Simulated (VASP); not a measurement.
# Rb (Fm-3m) in VASP: single point with LDA

Aim: the single point of Rb with LDA.

All numbers are computed with VASP 6.6.1; they aren't measurements. Logs are shortened: lines on timing, memory, paths and dates and some standing lists are left out, and cuts for length are marked.

## 1. The cell of the first run

Symmetry: Fm-3m, No. 225, cubic system. Conventional cell: a = 6.789 Å, b = 6.789 Å, c = 6.789 Å, α = 90.00°, β = 90.00°, γ = 90.00°.

This isn't the form of Rb at room conditions, which is bcc.

## 2. Single point, LDA

File INCAR:

```
SYSTEM = Rb
PREC = Accurate
ENCUT = 520
EDIFF = 1E-6
ISMEAR = -1
SIGMA = 0.13605693000000002
LREAL = .False.
LASPH = .True.
NELM = 80
ALGO = Normal
ISIF = 2
LWAVE = .False.
LCHARG = .False.
GGA = CA
NBANDS = 10
```

File KPOINTS:

```
regular mesh
0
Gamma
  9 9 9
  0 0 0
```

File POSCAR:

```
Rb
1.0
    0.0000000000      3.3945992689      3.3945992689
    3.3945992689      0.0000000000      3.3945992689
    3.3945992689      3.3945992689      0.0000000000
Rb
1
Direct
    0.0000000000      0.0000000000      0.0000000000
```

Potentials or basis: VASP PAW LDA potentials, release 64 (Rb_sv).

Started as:

```
> cat potpaw_LDA.64/Rb_sv/POTCAR > POTCAR
> mpirun -np 1 vasp_std > vasp.out
```

OUTCAR:

```text
SYSTEM = Rb
   PREC = Accurate
   ENCUT = 520
   EDIFF = 1E-6
   ISMEAR = -1
   LREAL = .False.
   LASPH = .True.
   NELM = 80
   ISIF = 2
   GGA = CA

 ion  position               nearest neighbor table
   1  0.000  0.000  0.000-

  LATTYP: Found a face centered cubic cell.
 ALAT       =     6.7891985378

  Lattice vectors:

 A1 = (   0.0000000000,   3.3945992689,   3.3945992689)
 A2 = (   3.3945992689,   0.0000000000,   3.3945992689)
 A3 = (   3.3945992689,   3.3945992689,   0.0000000000)

Analysis of symmetry for initial positions (statically):
=====================================================================
 Subroutine PRICEL returns:
 Original cell was already a primitive cell.

 Routine SETGRP: Setting up the symmetry group for a
 face centered cubic supercell.

 Subroutine GETGRP returns: Found 48 space group operations
 (whereof 48 operations were pure point group operations)
 out of a pool of 48 trial point group operations.

The static configuration has the point symmetry O_h .

Analysis of symmetry for dynamics (positions and initial velocities):
=====================================================================
 Subroutine PRICEL returns:
 Original cell was already a primitive cell.

 Routine SETGRP: Setting up the symmetry group for a
 face centered cubic supercell.

 Subroutine GETGRP returns: Found 48 space group operations
 (whereof 48 operations were pure point group operations)
 out of a pool of 48 trial point group operations.

The dynamic configuration has the point symmetry O_h .

 Subroutine INISYM returns: Found 48 space group operations
 (whereof 48 operations are pure point group operations),
 and found     1 'primitive' translations

----------------------------------------------------------------------------------------

                                     Primitive cell

  volume of cell :      78.2340

  direct lattice vectors                    reciprocal lattice vectors
     0.000000000  3.394599269  3.394599269    -0.147292791  0.147292791  0.147292791
     3.394599269  0.000000000  3.394599269     0.147292791 -0.147292791  0.147292791
     3.394599269  3.394599269  0.000000000     0.147292791  0.147292791 -0.147292791

  length of vectors
     4.800688325  4.800688325  4.800688325     0.255118597  0.255118597  0.255118597

  position of ions in fractional coordinates (direct lattice)
     0.000000000  0.000000000  0.000000000

  ion indices of the primitive-cell ions
   primitive index   ion index
                 1           1

----------------------------------------------------------------------------------------

 KPOINTS: regular mesh

Automatic generation of k-mesh.
 Grid dimensions read from file:
 generate k-points for:    9    9    9

 Generating k-lattice:

  Cartesian coordinates                     Fractional coordinates (reciprocal lattice)
    -0.016365866  0.016365866  0.016365866     0.111111111  0.000000000  0.000000000
     0.016365866 -0.016365866  0.016365866     0.000000000  0.111111111  0.000000000
     0.016365866  0.016365866 -0.016365866     0.000000000  0.000000000  0.111111111

  Length of vectors
     0.028346511  0.028346511  0.028346511

  Shift w.r.t. Gamma in fractional coordinates (k-lattice)
     0.000000000  0.000000000  0.000000000

 Subroutine IBZKPT returns following result:
 ===========================================

 Found     35 irreducible k-points:

 Following reciprocal coordinates:
            Coordinates               Weight
  0.000000  0.000000  0.000000      1.000000
  0.111111  0.000000  0.000000      8.000000
  0.222222  0.000000  0.000000      8.000000
  0.333333  0.000000  0.000000      8.000000
  0.444444  0.000000  0.000000      8.000000
  0.111111  0.111111  0.000000      6.000000
[... 16 lines left out ...]
 -0.333333  0.333333  0.000000     12.000000
  0.444444  0.444444  0.000000      6.000000
 [... further k-points ...]
   k-points           NKPTS =     35   k-points in BZ     NKDIM =     35   number of bands    NBANDS=     10
   number of dos      NEDOS =    301   number of ions     NIONS =      1
   total plane-waves  NPLWV =  46656
   dimension x,y,z NGX =    36 NGY =   36 NGZ =   36
   dimension x,y,z NGXF=    72 NGYF=   72 NGZF=   72
   ions per type =               1
   NGX,Y,Z   is equivalent  to a cutoff of  12.47, 12.47, 12.47 a.u.
   NGXF,Y,Z  is equivalent  to a cutoff of  24.93, 24.93, 24.93 a.u.
 SYSTEM =  Rb
   PREC   = accura    normal or accurate (medium, high low for compatibility)
   ISTART =      0    job   : 0-new  1-cont  2-samecut
   ICHARG =      2    charge: 1-file 2-atom 10-const
   ISPIN  =      1    spin polarized calculation?
   LNONCOLLINEAR =      F non collinear calculations
   LSORBIT =      F    spin-orbit coupling
   LASPH  =      T    aspherical Exc in radial PAW
   ENCUT  =  520.0 eV  38.22 Ry    6.18 a.u.   8.93  8.93  8.93*2*pi/ulx,y,z
   NELM   =     80;   NELMIN=  2; NELMDL= -5     # of ELM steps
   EDIFF  = 0.1E-05   stopping-criterion for ELM
   LREAL  =      F    real-space projection
   EDIFFG = 0.1E-04   stopping-criterion for IOM
   NSW    =      0    number of steps for IOM
   IBRION =     -1    ionic relax: 0-MD 1-quasi-New 2-CG
   NFREE  =      0    steps in history (QN), initial steepest desc. (CG)
   ISIF   =      2    stress and relaxation
   ISYM   =      2    0-nonsym 1-usesym 2-fastsym
   POTIM  = 0.5000    time-step for ionic-motion
   TEBEG  =    0.0;   TEEND  =   0.0 temperature during run
   PSTRESS=    0.0 pullay stress
   NELECT =       9.0000    total number of electrons
   NUPDOWN=      -1.0000    fix difference up-down
   EMIN   =  10.00;   EMAX   =-10.00  energy-range for DOS
   EFERMI =   0.00;   METHOD = LEGACY
   ISMEAR =    -1;   SIGMA  =   0.14  broadening in eV -4-tet -1-fermi 0-gaus
   EFERMI_NEDOS =   21; number of points for ismear=-14 and -15
   IALGO  =     38    algorithm
   IMIX   =      4    mixing-type and parameters
     AMIX     =   0.40;   BMIX     =  1.00
     AMIX_MAG =   1.60;   BMIX_MAG =  1.00
  volume/ion in A,a.u.               =      78.23       527.95
  Fermi-wavevector in a.u.,A,eV,Ry     =   0.796203  1.504606  8.625267  0.633939
  Thomas-Fermi vector in A             =   1.902680
   LORBIT       =      0    0 simple, 1 ext, 2 COOP (PROOUT), +10 PAW based schemes
   GGA     = CA    functional components
   LHFCALC =     F    Hartree Fock is set to
   AEXX    =    0.0000 exact exchange contribution
   IVDW    =     0    specifies the selected vdW correction
   LEPSILON=     F    determine dielectric tensor
   LRPA    =     F    only Hartree local field effects (RPA)
 non-spin polarized calculation
  energy-cutoff  :      520.00
  volume of cell :       78.23
 maximum number of plane-waves:      2128
   NGX = 17   NGY = 17   NGZ = 17

 number of electron       9.0000000 magnetization

 Free energy of the ion-electron system (eV)
  ---------------------------------------------------
  ext. energy  EPLUGINS =         0.00000000
  ---------------------------------------------------
  free energy    TOTEN  =        -1.08806045 eV

  energy without entropy =       -1.03634727  energy(sigma->0) =       -1.06220386

 E-fermi :   0.1404     XC(G=0):  -6.0756

 val. band max:       -0.0016662816   @ k =   0.4444   0.0000   0.0000
 cond. band min:       0.1922389000   @ k =   0.4444   0.3333   0.0000
 fundamental gap:      0.1939051816
 Fermi energy:         0.1403744721

 k-point     1 :       0.0000    0.0000    0.0000
  band No.  band energies     occupation
      1     -28.5741      2.00000
      2     -12.6557      2.00000
      3     -12.6557      2.00000
      4     -12.6557      2.00000
      5      -2.0513      2.00000
      6       3.7770      0.00000
      7       3.7770      0.00000
      8       3.7770      0.00000
      9       5.2459      0.00000
     10       5.2459      0.00000

 k-point     2 :       0.1111    0.0000    0.0000
  band No.  band energies     occupation
      1     -28.5731      2.00000
      2     -12.6756      2.00000
      3     -12.6583      2.00000
      4     -12.6583      2.00000
      5      -1.8918      2.00000
      6       3.4097      0.00000
      7       3.8453      0.00000
      8       3.8453      0.00000
      9       5.0882      0.00000
     10       5.0882      0.00000

 k-point     3 :       0.2222    0.0000    0.0000
  band No.  band energies     occupation
      1     -28.5707      2.00000
      2     -12.7250      2.00000
      3     -12.6648      2.00000
      4     -12.6648      2.00000
      5      -1.4365      1.99998
      6       2.6900      0.00000
      7       3.8914      0.00000
      8       3.8914      0.00000
      9       5.0197      0.00000
     10       5.0197      0.00000

 k-point     4 :       0.3333    0.0000    0.0000
  band No.  band energies     occupation
      1     -28.5679      2.00000
      2     -12.7799      2.00000
      3     -12.6722      2.00000
      4     -12.6722      2.00000
      5      -0.7556      1.99724
      6       1.9148      0.00000
      7       3.7293      0.00000
      8       3.7293      0.00000
      9       5.4656      0.00000
     10       5.4656      0.00000
[... 222 lines left out ...]
 k-point    22 :      -0.4444    0.3333    0.0000
  band No.  band energies     occupation
      1     -28.5636      2.00000
      2     -12.7893      2.00000
      3     -12.7382      2.00000
      4     -12.7034      2.00000
      5       0.8576      0.01022
      6       1.5595      0.00006
      7       2.0153      0.00000
      8       4.2738      0.00000
      9       4.4092      0.00000
     10       6.2811      0.00000

 k-point    23 :      -0.3333    0.3333    0.0000
  band No.  band energies     occupation
      1     -28.5639      2.00000
      2     -12.7660      2.00000
      3     -12.7647      2.00000
      4     -12.6944      2.00000
      5       0.9507      0.00517
      6       1.5519      0.00006
      7       1.8403      0.00001
      8       4.1885      0.00000
      9       4.4776      0.00000
     10       5.7159      0.00000

 k-point    24 :       0.4444    0.4444    0.0000
  band No.  band energies     occupation
      1     -28.5635      2.00000
      2     -12.8052      2.00000
      3     -12.7129      2.00000
      4     -12.7129      2.00000
      5       0.5042      0.12902
      6       1.9049      0.00000
      7       1.9300      0.00000
      8       5.0162      0.00000
      9       5.0162      0.00000
     10       5.7984      0.00000

 [... further k-points ...]

------------------------ aborting loop because EDIFF is reached ----------------------------------------

  FORCE on cell =-STRESS in cart. coord.  units (eV):
  Direction    XX          YY          ZZ          XY          YZ          ZX
  --------------------------------------------------------------------------------------
  -------------------------------------------------------------------------------------
  Total       -0.0076972     -0.0076972     -0.0076972      0.0000000      0.0000000     -0.0000000
  in kB       -0.1576323     -0.1576323     -0.1576323      0.0000000      0.0000000     -0.0000000
  external PRESSURE =      -0.1576323 kB  Pullay stress =       0.0000000 kB

 VOLUME and BASIS-vectors are now :
 -----------------------------------------------------------------------------
  energy-cutoff  :      520.00
  volume of cell :       78.23
      direct lattice vectors                 reciprocal lattice vectors
     0.000000000  3.394599269  3.394599269    -0.147292791  0.147292791  0.147292791
     3.394599269  0.000000000  3.394599269     0.147292791 -0.147292791  0.147292791
     3.394599269  3.394599269  0.000000000     0.147292791  0.147292791 -0.147292791

 POSITION                                       TOTAL-FORCE (eV/Angst)
 -----------------------------------------------------------------------------------
      0.00000      0.00000      0.00000         0.000000      0.000000      0.000000
 -----------------------------------------------------------------------------------
    total drift:                               -0.000000      0.000000      0.000000

  FREE ENERGIE OF THE ION-ELECTRON SYSTEM (eV)
  ---------------------------------------------------
  free  energy   TOTEN  =        -1.0880604453 eV

  energy  without entropy=       -1.0363472732  energy(sigma->0) =       -1.06220386
```

It took 18 s on 1 thread of Intel Xeon 8259CL, shared host; peak memory 0.18 GiB.

Results:

- Free energy: -1.0881 eV
- Pressure: 0.0 GPa
- Band gap on the k mesh: zero (an odd number of electrons rules out a gap without spin polarisation)
